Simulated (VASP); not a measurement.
Input of a VASP 6.6.1 run:

The input POSCAR:

```
Al
1.0
    0.0000000000      1.9956063675      1.9956063675
    1.9956063675      0.0000000000      1.9956063675
    1.9956063675      1.9956063675      0.0000000000
Al
1
Direct
    0.0000000000      0.0000000000      0.0000000000
```

INCAR.step1

```
ALGO     = Normal         # electronic algorithm
EDIFF    = 1E-4           # SCF threshold, eV
ENCUT    = 520            # plane-wave cutoff, eV
GGA      = PE             # functional
ISMEAR   = 0              # smearing method
LASPH    = T              # aspherical terms in the spheres
LCHARG   = F              # write CHGCAR
LREAL    = F              # projectors in reciprocal space
LWAVE    = T              # write WAVECAR
NBANDS   = 8              # bands
NELM     = 60             # most SCF steps
PREC     = Accurate       # precision mode
SIGMA    = 0.1            # smearing width, eV
```

Contents of INCAR.step2:

```
ALGO     = Normal         # electronic algorithm
EDIFF    = 1E-6           # SCF threshold, eV
ENCUT    = 520            # plane-wave cutoff, eV
ISIF     = 2              # what is computed and relaxed
ISMEAR   = 0              # smearing method
ISTART   = 1            
LASPH    = T              # aspherical terms in the spheres
LCHARG   = T              # write CHGCAR
LELF     = T              # ELF
LMIXTAU  = T            
LREAL    = F              # projectors in reciprocal space
LVHAR    = T            
LWAVE    = F              # write WAVECAR
METAGGA  = R2SCAN         # meta-GGA
NBANDS   = 8              # bands
NELM     = 60             # most SCF steps
PREC     = Accurate       # precision mode
SIGMA    = 0.1            # smearing width, eV
```

KPOINTS

```
k-points
0
Gamma
  24 24 24
```

Potentials or basis: VASP PAW PBE potentials, release 64 (Al).

Command:

```bash
$ cat potpaw_PBE.64/Al/POTCAR > POTCAR
$ cp INCAR.step1 INCAR
$ mpirun -np 1 vasp_std > vasp.out
$ cp INCAR.step2 INCAR
$ mpirun -np 1 vasp_std > vasp.out
```

What does it give for the pressure?

-0.3 GPa.

Caveat: the PAW data sets were made with another functional, which shifts forces and pressure a little.
